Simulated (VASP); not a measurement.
Set up this calculation in VASP 6.6.1, as the native input.

```
Task                   : single point
Functional             : PBE
Potentials or basis    : VASP PAW PBE potentials, release 64 (Eu, Te)
Cutoff                 : 520 eV
k mesh                 : 4 × 4 × 4
Occupations            : gaussian, width 0.05 eV
Spin                   : collinear spin, ferromagnetic start
Starting moments       : [6.0, 6.0, 0.0, 0.0, 0.0, 0.0] μB
Dipole correction      : no
Further INCAR settings : ALGO = Normal; EDIFF = 1e-06; NBANDS = 42
```

The structure of EuTe2 lies in POSCAR:

```
EuTe2
1.0
   -3.4757422136      3.4757422136      4.0753561035
    3.4757422136     -3.4757422136      4.0753561035
    3.4757422136      3.4757422136     -4.0753561035
Eu Te
2 4
Direct
    0.7500000000      0.7500000000      0.0000000000
    0.2500000000      0.2500000000      0.0000000000
    0.3532196884      0.1467803116      0.5000000000
    0.6467803116      0.8532196884      0.5000000000
    0.1467803116      0.6467803116      0.7935606232
    0.8532196884      0.3532196884      0.2064393768
```

These files were run (other wordings do the same):

INCAR

```
ALGO = Normal
EDIFF = 1E-6
ENCUT = 520
GGA = PE
ISIF = 2
ISMEAR = 0
ISPIN = 2
LASPH = True
LCHARG = False
LMAXMIX = 6
LORBIT = 11
LREAL = False
LWAVE = False
MAGMOM = 6 6 0 0 0 0
NBANDS = 42
NELM = 150
PREC = Accurate
SIGMA = 0.05
```

KPOINTS

```
k-points
0
Gamma
  4 4 4
```

Potentials or basis: VASP PAW PBE potentials, release 64 (Eu, Te).

Run with:

```console
$ cat potpaw_PBE.64/Eu/POTCAR potpaw_PBE.64/Te/POTCAR > POTCAR
$ mpirun -np 1 vasp_std > vasp.out
```

Results of the run:

- Pressure: -0.1 GPa
- Largest force: 0.008 eV/Å
- Net moment: 13.92 μB per cell
- Site moments: Eu +6.56; Te -0.01 μB
- Valence electrons inside the program's atomic spheres: Eu 14.73; Te 3.38

Wall time 5.1 min on 1 thread of Intel(R) Xeon(R) Platinum 8375C CPU @ 2.90GHz (Ice Lake), on a shared host, peak memory 0.5 GiB.
